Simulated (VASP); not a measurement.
Runs of VASP 6.6.1 on In2O3. The structure is that of space group P-3m1 (No. 164), or close to it. The cells are those of the table. 

| level | potentials or basis | cell | smearing | gap on the mesh (eV) | pressure (GPa) | largest force (eV/Å) |
| --- | --- | --- | --- | --- | --- | --- |
| r2SCAN | VASP PAW PBE potentials, release 64 (In_d, O) | a = 3.420, b = 3.420, c = 6.096 Å, angles 90.0, 90.0, 120.0°, 5 atoms | fermi-dirac 0.02 eV | 1.30 | (b) | 0.02 |
| PBEsol | VASP PAW PBE potentials, release 64 (In_d, O) | a = 3.419, b = 3.419, c = 6.097 Å, angles 90.0, 90.0, 120.0°, 5 atoms | fermi-dirac 0.02 eV | (a) | 0.5 | 0.02 |
| r2SCAN | VASP PAW PBE potentials, release 64 (In_d, O) | a = 3.420, b = 3.420, c = 6.096 Å, angles 90.0, 90.0, 120.0°, 5 atoms | gaussian 0.01 eV | 1.30 | 1.0 | 0.02 |
| LDA | VASP PAW LDA potentials, release 64 (In_d, O) | a = 3.398, b = 3.398, c = 5.963 Å, angles 90.0, 90.0, 120.0°, 5 atoms | fermi-dirac 0.02 eV | 0.85 | 0.7 | 0.01 |
| PBE | VASP PAW PBE potentials, release 64 (In_d, O) | a = 3.420, b = 3.420, c = 6.096 Å, angles 90.0, 90.0, 120.0°, 5 atoms | fermi-dirac 0.02 eV | 0.77 | 7.1 | 0.20 |
| LDA | VASP PAW LDA potentials, release 64 (In_d, O) | a = 3.420, b = 3.420, c = 6.096 Å, angles 90.0, 90.0, 120.0°, 5 atoms | gaussian 0.01 eV | 0.69 | (c) | 0.01 |
| PBE | VASP PAW PBE potentials, release 64 (In_d, O) | a = 3.434, b = 3.434, c = 6.364 Å, angles 90.0, 90.0, 120.0°, 5 atoms | fermi-dirac 0.02 eV | 0.56 | 0.5 | 0.02 |

Alike in all rows: task single point; no spin polarisation; k mesh 12 × 12 × 4; cutoff (eV) 520.

**Question.** Fill in the values left out.

**Answer.** (a) 0.68; (b) 1.1; (c) -4.6.

Caveats: spin-orbit coupling is left out, which moves the levels of the heavy elements; the PAW data sets were made with another functional, which shifts forces and pressure a little (some runs).

A k mesh can miss the band edges, and the runs leave out spin-orbit coupling on In.
